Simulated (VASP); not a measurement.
# Y (Fm-3m) in VASP: a series of runs

Runs on Y. Level: LDA. Tasks: single point.

Everything below comes from runs of VASP 6.6.1. Logs are shortened: lines on timing, memory, paths and dates and some standing lists are left out, and cuts for length are marked.

**1. The cell of the first run**

Symmetry: Fm-3m, No. 225, cubic system. Conventional cell: a = 4.970 Å, b = 4.970 Å, c = 4.970 Å, α = 90.00°, β = 90.00°, γ = 90.00°. Y (site symmetry m-3m) has 12 Y at 3.51 Å within 4.6 Å.

**2. Single point, LDA**

Input file INCAR:

```
PREC = Accurate
ENCUT = 520
EDIFF = 1E-7
ISMEAR = 1
SIGMA = 0.1
LREAL = F
LASPH = T
NELM = 80
ALGO = Normal
ISIF = 2
LWAVE = F
LCHARG = F
NBANDS = 12
```

Input file KPOINTS:

```
Automatic mesh
0
Gamma
  9 9 9
```

Input file POSCAR:

```
Y
1.0
    0.0000000000      2.4850000000      2.4850000000
    2.4850000000      0.0000000000      2.4850000000
    2.4850000000      2.4850000000      0.0000000000
Y
1
Direct
    0.0000000000      0.0000000000      0.0000000000
```

Potentials or basis: VASP PAW LDA potentials, release 64 (Y_sv).

Run with:

```bash
cat potpaw_LDA.64/Y_sv/POTCAR > POTCAR
mpirun -np 1 vasp_std > vasp.out
```

OUTCAR:

```text
PREC = Accurate
   ENCUT = 520
   EDIFF = 1E-7
   ISMEAR = 1
   LREAL = F
   LASPH = T
   NELM = 80
   ISIF = 2

 ion  position               nearest neighbor table
   1  0.000  0.000  0.000-

  LATTYP: Found a face centered cubic cell.
 ALAT       =     4.9700000000

  Lattice vectors:

 A1 = (   0.0000000000,   2.4850000000,   2.4850000000)
 A2 = (   2.4850000000,   0.0000000000,   2.4850000000)
 A3 = (   2.4850000000,   2.4850000000,   0.0000000000)

Analysis of symmetry for initial positions (statically):
=====================================================================
 Subroutine PRICEL returns:
 Original cell was already a primitive cell.

 Routine SETGRP: Setting up the symmetry group for a
 face centered cubic supercell.

 Subroutine GETGRP returns: Found 48 space group operations
 (whereof 48 operations were pure point group operations)
 out of a pool of 48 trial point group operations.

The static configuration has the point symmetry O_h .

Analysis of symmetry for dynamics (positions and initial velocities):
=====================================================================
 Subroutine PRICEL returns:
 Original cell was already a primitive cell.

 Routine SETGRP: Setting up the symmetry group for a
 face centered cubic supercell.

 Subroutine GETGRP returns: Found 48 space group operations
 (whereof 48 operations were pure point group operations)
 out of a pool of 48 trial point group operations.

The dynamic configuration has the point symmetry O_h .

 Subroutine INISYM returns: Found 48 space group operations
 (whereof 48 operations are pure point group operations),
 and found     1 'primitive' translations

----------------------------------------------------------------------------------------

                                     Primitive cell

  volume of cell :      30.6909

  direct lattice vectors                    reciprocal lattice vectors
     0.000000000  2.485000000  2.485000000    -0.201207243  0.201207243  0.201207243
     2.485000000  0.000000000  2.485000000     0.201207243 -0.201207243  0.201207243
     2.485000000  2.485000000  0.000000000     0.201207243  0.201207243 -0.201207243

  length of vectors
     3.514320702  3.514320702  3.514320702     0.348501169  0.348501169  0.348501169

  position of ions in fractional coordinates (direct lattice)
     0.000000000  0.000000000  0.000000000

  ion indices of the primitive-cell ions
   primitive index   ion index
                 1           1

----------------------------------------------------------------------------------------

 KPOINTS: Automatic mesh

Automatic generation of k-mesh.
 Grid dimensions read from file:
 generate k-points for:    9    9    9

 Generating k-lattice:

  Cartesian coordinates                     Fractional coordinates (reciprocal lattice)
    -0.022356360  0.022356360  0.022356360     0.111111111  0.000000000  0.000000000
     0.022356360 -0.022356360  0.022356360     0.000000000  0.111111111  0.000000000
     0.022356360  0.022356360 -0.022356360     0.000000000  0.000000000  0.111111111

  Length of vectors
     0.038722352  0.038722352  0.038722352

  Shift w.r.t. Gamma in fractional coordinates (k-lattice)
     0.000000000  0.000000000  0.000000000

 Subroutine IBZKPT returns following result:
 ===========================================

 Found     35 irreducible k-points:

 Following reciprocal coordinates:
            Coordinates               Weight
  0.000000  0.000000  0.000000      1.000000
  0.111111  0.000000  0.000000      8.000000
  0.222222  0.000000  0.000000      8.000000
  0.333333  0.000000  0.000000      8.000000
  0.444444  0.000000  0.000000      8.000000
  0.111111  0.111111  0.000000      6.000000
[... 16 lines left out ...]
 -0.333333  0.333333  0.000000     12.000000
  0.444444  0.444444  0.000000      6.000000
 [... further k-points ...]
   k-points           NKPTS =     35   k-points in BZ     NKDIM =     35   number of bands    NBANDS=     12
   number of dos      NEDOS =    301   number of ions     NIONS =      1
   total plane-waves  NPLWV =  21952
   dimension x,y,z NGX =    28 NGY =   28 NGZ =   28
   dimension x,y,z NGXF=    56 NGYF=   56 NGZF=   56
   ions per type =               1
   NGX,Y,Z   is equivalent  to a cutoff of  13.25, 13.25, 13.25 a.u.
   NGXF,Y,Z  is equivalent  to a cutoff of  26.49, 26.49, 26.49 a.u.
 SYSTEM =  unknown system
   PREC   = accura    normal or accurate (medium, high low for compatibility)
   ISTART =      0    job   : 0-new  1-cont  2-samecut
   ICHARG =      2    charge: 1-file 2-atom 10-const
   ISPIN  =      1    spin polarized calculation?
   LNONCOLLINEAR =      F non collinear calculations
   LSORBIT =      F    spin-orbit coupling
   LASPH  =      T    aspherical Exc in radial PAW
   ENCUT  =  520.0 eV  38.22 Ry    6.18 a.u.   6.53  6.53  6.53*2*pi/ulx,y,z
   NELM   =     80;   NELMIN=  2; NELMDL= -5     # of ELM steps
   EDIFF  = 0.1E-06   stopping-criterion for ELM
   LREAL  =      F    real-space projection
   EDIFFG = 0.1E-05   stopping-criterion for IOM
   NSW    =      0    number of steps for IOM
   IBRION =     -1    ionic relax: 0-MD 1-quasi-New 2-CG
   NFREE  =      0    steps in history (QN), initial steepest desc. (CG)
   ISIF   =      2    stress and relaxation
   ISYM   =      2    0-nonsym 1-usesym 2-fastsym
   POTIM  = 0.5000    time-step for ionic-motion
   TEBEG  =    0.0;   TEEND  =   0.0 temperature during run
   PSTRESS=    0.0 pullay stress
   NELECT =      11.0000    total number of electrons
   NUPDOWN=      -1.0000    fix difference up-down
   EMIN   =  10.00;   EMAX   =-10.00  energy-range for DOS
   EFERMI =   0.00;   METHOD = LEGACY
   ISMEAR =     1;   SIGMA  =   0.10  broadening in eV -4-tet -1-fermi 0-gaus
   EFERMI_NEDOS =   21; number of points for ismear=-14 and -15
   IALGO  =     38    algorithm
   IMIX   =      4    mixing-type and parameters
     AMIX     =   0.40;   BMIX     =  1.00
     AMIX_MAG =   1.60;   BMIX_MAG =  1.00
  volume/ion in A,a.u.               =      30.69       207.11
  Fermi-wavevector in a.u.,A,eV,Ry     =   1.162883  2.197530 18.399114  1.352297
  Thomas-Fermi vector in A             =   2.299439
   LORBIT       =      0    0 simple, 1 ext, 2 COOP (PROOUT), +10 PAW based schemes
   GGA     = CA    functional components
   LHFCALC =     F    Hartree Fock is set to
   AEXX    =    0.0000 exact exchange contribution
   IVDW    =     0    specifies the selected vdW correction
   LEPSILON=     F    determine dielectric tensor
   LRPA    =     F    only Hartree local field effects (RPA)
 non-spin polarized calculation
 Methfessel and Paxton  Order N= 1 SIGMA  =   0.10
  energy-cutoff  :      520.00
  volume of cell :       30.69
 maximum number of plane-waves:       869
 NGX is ok and might be reduce to    28
   NGX = 13   NGY = 13   NGZ = 13

 number of electron      10.9999999 magnetization

 Free energy of the ion-electron system (eV)
  ---------------------------------------------------
  ext. energy  EPLUGINS =         0.00000000
  ---------------------------------------------------
  free energy    TOTEN  =        -6.92858462 eV

  energy without entropy =       -6.92750425  energy(sigma->0) =       -6.92822450

 E-fermi :   3.2745     XC(G=0):  -9.9065

 val. band max:        3.2684825120   @ k =  -0.4444   0.2222   0.1111
 cond. band min:       3.3471515552   @ k =  -0.3333   0.2222   0.0000
 fundamental gap:      0.0786690432
 Fermi energy:         3.2744817573

 k-point     1 :       0.0000    0.0000    0.0000
  band No.  band energies     occupation
      1     -39.0988      2.00000
      2     -18.8661      2.00000
      3     -18.8661      2.00000
      4     -18.8661      2.00000
      5      -1.6122      2.00000
      6       5.0040     -0.00000
      7       5.0040     -0.00000
      8       5.0040     -0.00000
      9       7.1457      0.00000
     10       7.1457      0.00000
     11      12.4219      0.00000
     12      15.8215      0.00000

 k-point     2 :       0.1111    0.0000    0.0000
  band No.  band energies     occupation
      1     -39.0887      2.00000
      2     -18.9532      2.00000
      3     -18.8770      2.00000
      4     -18.8770      2.00000
      5      -1.2864      2.00000
      6       4.6680     -0.00000
      7       5.1478     -0.00000
      8       5.1478     -0.00000
      9       6.9928      0.00000
     10       6.9928      0.00000
     11      13.1225      0.00000
     12      14.6883      0.00000

 k-point     3 :       0.2222    0.0000    0.0000
  band No.  band energies     occupation
      1     -39.0632      2.00000
      2     -19.1674      2.00000
      3     -18.9042      2.00000
      4     -18.9042      2.00000
      5      -0.4273      2.00000
      6       4.0568     -0.00000
      7       5.2963      0.00000
      8       5.2963      0.00000
      9       7.0006      0.00000
     10       7.0006      0.00000
     11      12.9244      0.00000
     12      14.9359      0.00000
[... 286 lines left out ...]
 k-point    23 :      -0.3333    0.3333    0.0000
  band No.  band energies     occupation
      1     -38.9908      2.00000
      2     -19.3396      2.00000
      3     -19.3335      2.00000
      4     -19.0289      2.00000
      5       2.5723      2.00000
      6       2.7557      2.00000
      7       3.9727     -0.00000
      8       6.4064      0.00000
      9       7.9465      0.00000
     10       9.1325      0.00000
     11      12.4212      0.00000
     12      12.9189      0.00000

 k-point    24 :       0.4444    0.4444    0.0000
  band No.  band energies     occupation
      1     -38.9874      2.00000
      2     -19.5041      2.00000
      3     -19.1078      2.00000
      4     -19.1078      2.00000
      5       1.3337      2.00000
      6       2.2623      2.00000
      7       5.4008      0.00000
      8       8.6768      0.00000
      9       8.7694      0.00000
     10       8.7694      0.00000
     11      11.9332      0.00000
     12      11.9332      0.00000

 [... further k-points ...]

------------------------ aborting loop because EDIFF is reached ----------------------------------------

  FORCE on cell =-STRESS in cart. coord.  units (eV):
  Direction    XX          YY          ZZ          XY          YZ          ZX
  --------------------------------------------------------------------------------------
  -------------------------------------------------------------------------------------
  Total       -0.3456398     -0.3456398     -0.3456398     -0.0000000     -0.0000000      0.0000000
  in kB      -18.0436833    -18.0436833    -18.0436833     -0.0000000     -0.0000000      0.0000000
  external PRESSURE =     -18.0436833 kB  Pullay stress =       0.0000000 kB

 VOLUME and BASIS-vectors are now :
 -----------------------------------------------------------------------------
  energy-cutoff  :      520.00
  volume of cell :       30.69
      direct lattice vectors                 reciprocal lattice vectors
     0.000000000  2.485000000  2.485000000    -0.201207243  0.201207243  0.201207243
     2.485000000  0.000000000  2.485000000     0.201207243 -0.201207243  0.201207243
     2.485000000  2.485000000  0.000000000     0.201207243  0.201207243 -0.201207243

 POSITION                                       TOTAL-FORCE (eV/Angst)
 -----------------------------------------------------------------------------------
      0.00000      0.00000      0.00000        -0.000000     -0.000000      0.000000
 -----------------------------------------------------------------------------------
    total drift:                               -0.000000     -0.000000     -0.000000

  FREE ENERGIE OF THE ION-ELECTRON SYSTEM (eV)
  ---------------------------------------------------
  free  energy   TOTEN  =        -6.9285846209 eV

  energy  without entropy=       -6.9275042548  energy(sigma->0) =       -6.92822450
```

Wall time 18 s (1 thread of AMD EPYC 7R43 (Zen 3), shared host); peak memory 0.13 GiB.

Results:

```yaml
Free_energy: -6.9286 eV
Pressure: -1.8 GPa
```

**3. Single point, LDA**

Input file INCAR:

```
SYSTEM = Y
ALGO = Normal ; EDIFF = 1E-7
ENCUT = 520 ; GGA = CA
ISIF = 2 ; ISMEAR = 1
LASPH = .True. ; LCHARG = .False.
LREAL = .False. ; LWAVE = .False.
NBANDS = 12 ; NELM = 80
PREC = Accurate ; SIGMA = 0.1
```

Input file KPOINTS:

```
k-points
0
Gamma
  9 9 9
  0 0 0
```

POSCAR is that of step 2.

Potentials or basis: VASP PAW LDA potentials, release 64 (Y_sv).

Run with:

```bash
cat potpaw_LDA.64/Y_sv/POTCAR > POTCAR
mpirun -np 1 vasp_std > vasp.out
```

Run time: 20 s. Hardware: 1 thread of AMD EPYC 7R43 (Zen 3), shared host; peak memory 0.13 GiB.

Results (log left out):

* Free energy: -6.9286 eV
* Pressure: -1.8 GPa

Levels at points of the mesh, in eV from the Fermi level:
```tsv
k point	band 3	band 4	band 5	band 6	band 7	band 8
(0.00, 0.00, 0.00)	-22.14	-22.14	-4.89	1.73	1.73	1.73
```
